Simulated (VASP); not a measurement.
A run of VASP 6.6.1 is set up as follows.

INCAR

```
SYSTEM = CdSe
PREC = Accurate
ENCUT = 520
EDIFF = 1E-7
ISMEAR = -1
SIGMA = 0.1
LREAL = .FALSE.
LASPH = .TRUE.
NELM = 60
ALGO = Normal
ISIF = 2
LWAVE = .FALSE.
LCHARG = .FALSE.
GGA = PE
NBANDS = 26
```

The input KPOINTS:

```
Automatic mesh
0
G
  4 4 2
  0 0 0
```

File POSCAR:

```
CdSe
1.0
    4.3268151700     -0.0000002900      0.0000000000
   -2.1634073300      3.7471320000      0.0000000000
    0.0000000000      0.0000000000      7.0637770000
Cd Se
2 2
Direct
    0.3240276204      0.6613172672      0.0034124803
    0.6655031077      0.3338959484      0.4978924165
    0.3448907045      0.6701693722      0.3855261852
    0.6700124592      0.3366444508      0.8826161981
```

Potentials or basis: VASP PAW PBE potentials, release 64 (Cd, Se).

Command:

```sh
$ cat potpaw_PBE.64/Cd/POTCAR potpaw_PBE.64/Se/POTCAR > POTCAR
$ mpirun -np 1 vasp_std > vasp.out
```

**Question.** What does it give for the band gap on the k mesh?

**Answer.** 0.63 eV.

**Question.** What does it give for the pressure?

**Answer.** 2.4 GPa.

**Question.** Predict the largest force.

**Answer.** 0.451 eV/Å.

Stress tensor (GPa, compression positive):
```
 3.20 -0.18  0.47
-0.18  2.84  0.22
 0.47  0.22  1.09
```

Caveat: the k points lie up to 0.44 Å⁻¹ apart. As with any semilocal functional, this PBE gap is likely too small.
